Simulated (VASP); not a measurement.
SnO2, 12 atoms in the cell. It takes space group Pbcn (No. 60, orthorhombic). The conventional cell has a = 4.725 Å, b = 6.224 Å, c = 5.234 Å, α = 90.00°, β = 90.00°, γ = 90.00°. Sn (site symmetry 2) has 6 O at 2.06 to 2.21 Å within 2.7 Å. O (site symmetry 1) has 3 Sn at 2.06 to 2.21 Å and 1 O at 2.68 Å within 2.7 Å. 

- Program: VASP 6.6.1
- Task: single point
- Functional: PBE
- Potentials or basis: VASP PAW PBE potentials, release 64 (Sn_d, O)
- Cutoff: 520 eV
- k mesh: 6 × 6 × 6
- Occupations: gaussian, width 0.05 eV
- Spin: no spin polarisation
- Dipole correction: no
- Further INCAR settings: ALGO = Normal; EDIFF = 1e-07; NBANDS = 64

Potentials or basis: VASP PAW PBE potentials, release 64 (Sn_d, O).

The run is started by

```console
$ cat potpaw_PBE.64/Sn_d/POTCAR potpaw_PBE.64/O/POTCAR > POTCAR
$ mpirun -np 1 vasp_std > vasp.out
```

Hardware: 1 thread of Intel Xeon 8259CL, with other jobs on the host.

Q: How long does it take, and how much memory?

A: Run time: 19 min on 1 thread of Intel Xeon 8259CL, on a shared host, peak memory 0.54 GiB. Counts: scf iterations 15, k points 64.
